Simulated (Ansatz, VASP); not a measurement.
# TaN in VASP and in Ansatz

Contents of INCAR:

```
PREC     = Accurate       # precision mode
ENCUT    = 520            # plane-wave cutoff, eV
EDIFF    = 1E-6           # SCF threshold, eV
ISMEAR   = -1             # smearing method
SIGMA    = 0.05           # smearing width, eV
LREAL    = F              # projectors in reciprocal space
LASPH    = T              # aspherical terms in the spheres
NELM     = 60             # most SCF steps
ALGO     = Normal         # electronic algorithm
ISIF     = 2              # what is computed and relaxed
LWAVE    = F              # write WAVECAR
LCHARG   = F              # write CHGCAR
GGA      = PE             # functional
NBANDS   = 15             # bands
```

Contents of KPOINTS:

```
Automatic mesh
0
Gamma
  15 15 13
```

POSCAR

```
TaN
1.0
    2.9501514427      0.0000000000      0.0000000000
   -1.4750757214      2.5549060944      0.0000000000
    0.0000000000      0.0000000000      2.8977266791
Ta N
1 1
Direct
    0.0000000000      0.0000000000      0.0000000000
    0.3333333333      0.6666666667      0.5000000000
```

Input for Ansatz:

```yaml
crystal:
  lattice:
    - [2.9501514427, 0.0, 0.0]
    - [-1.4750757214, 2.5549060944, 0.0]
    - [0.0, 0.0, 2.8977266791]
  atoms:
    - { symbol: Ta, position: [0.0, 0.0, 0.0] }
    - { symbol: "N", position: [0.3333333333, 0.6666666667, 0.5] }
kpoints:
  mp_grid: { grid: [15, 15, 13] }
  band_path:
    path:
      - [0.0, 0.0, 0.0]
      - [0.5, 0.0, 0.0]
      - [0.3333333333, 0.3333333333, 0.0]
      - [0.0, 0.0, 0.0]
      - [0.0, 0.0, 0.5]
      - [0.5, 0.0, 0.5]
      - [0.3333333333, 0.3333333333, 0.5]
      - [0.0, 0.0, 0.5]
      - [0.5, 0.0, 0.5]
    npoints: 14
scf:
  occupations: { method: fermi_dirac, width: 0.05 }
hamiltonian:
  xc: pbe
  pseudopotentials: { kind: all_electron, lapw: { basis_error: 0.001 } }
output:
  forces: true
  stress: true
  eigenvalues: true
  populations: true
  dos: { projected: true, de: 0.2, e_range: [-14, 8] }
```

Alike in both runs: task single point; functional PBE; k mesh 15 × 15 × 13; occupations fermi-dirac, width 0.05 eV; no spin polarisation.

|  | VASP | Ansatz |
| --- | --- | --- |
| version | VASP 6.6.1 | Ansatz 0.2.0 |
| potentials or method | VASP PAW PBE potentials, release 64 (Ta_pv, N), cutoff 520 eV | all-electron LAPW, scalar-relativistic |

Ansatz gave:

```
pressure (GPa)                                                : 0.2
traceless stress, the component that is largest in VASP (GPa) : 0.02
```

Q: Which values does VASP return?

A: Pressure (GPa): 0.7; traceless stress, the component that is largest in VASP (GPa): 0.11.

Ansatz ran all-electron here, and VASP with PAW potentials.

Neither program's run includes spin-orbit coupling.
